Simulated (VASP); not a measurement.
A run of VASP 6.6.1 is set up as follows.

File POSCAR:

```
AlN
1.0
    0.0000000000      2.1839935596      2.1839935596
    2.1839935596      0.0000000000      2.1839935596
    2.1839935596      2.1839935596      0.0000000000
Al N
1 1
Direct
    0.0000000000      0.0000000000      0.0000000000
    0.7843407606      0.7156592394      0.7156592394
```

File INCAR.step1:

```
SYSTEM = AlN
ALGO     = Normal         ! electronic algorithm
EDIFF    = 1E-4           ! SCF threshold, eV
ENCUT    = 520            ! plane-wave cutoff, eV
GGA      = PE             ! functional
ISMEAR   = 0              ! smearing method
LASPH    = .True.         ! aspherical terms in the spheres
LCHARG   = .False.        ! write CHGCAR
LREAL    = .False.        ! projectors in reciprocal space
LWAVE    = .True.         ! write WAVECAR
NBANDS   = 11             ! bands
NELM     = 80             ! most SCF steps
PREC     = Accurate       ! precision mode
SIGMA    = 0.05           ! smearing width, eV
```

The input INCAR.step2:

```
SYSTEM = AlN
ALGO     = Normal         ! electronic algorithm
EDIFF    = 1E-6           ! SCF threshold, eV
ENCUT    = 520            ! plane-wave cutoff, eV
ISIF     = 2              ! what is computed and relaxed
ISMEAR   = 0              ! smearing method
ISTART   = 1            
LASPH    = .True.         ! aspherical terms in the spheres
LCHARG   = .False.        ! write CHGCAR
LMIXTAU  = .True.       
LREAL    = .False.        ! projectors in reciprocal space
LWAVE    = .False.        ! write WAVECAR
METAGGA  = R2SCAN         ! meta-GGA
NBANDS   = 11             ! bands
NELM     = 80             ! most SCF steps
PREC     = Accurate       ! precision mode
SIGMA    = 0.05           ! smearing width, eV
```

KPOINTS

```
k-points
0
Gamma
  10 10 10
  0 0 0
```

Potentials or basis: VASP PAW PBE potentials, release 64 (Al, N).

The run is started by

```console
$ cat potpaw_PBE.64/Al/POTCAR potpaw_PBE.64/N/POTCAR > POTCAR
$ cp INCAR.step1 INCAR
$ mpirun -np 1 vasp_std > vasp.out
$ cp INCAR.step2 INCAR
$ mpirun -np 1 vasp_std > vasp.out
```

What does it give for the pressure?

2.8 GPa.

What does it give for the band gap on the k mesh?

3.54 eV (least direct gap 4.46 eV).

Forces in eV/Å, atoms in the order of the input:
```
Al  -2.224  0.000  0.000
N    2.224  0.000  0.000
```

Caveat: the cell differs from its parent crystal (atom 2 (N) moved by (-0.150, +0.000) A along x and z); the PAW data sets were made with another functional, which shifts forces and pressure a little. A k mesh can miss the band edges.
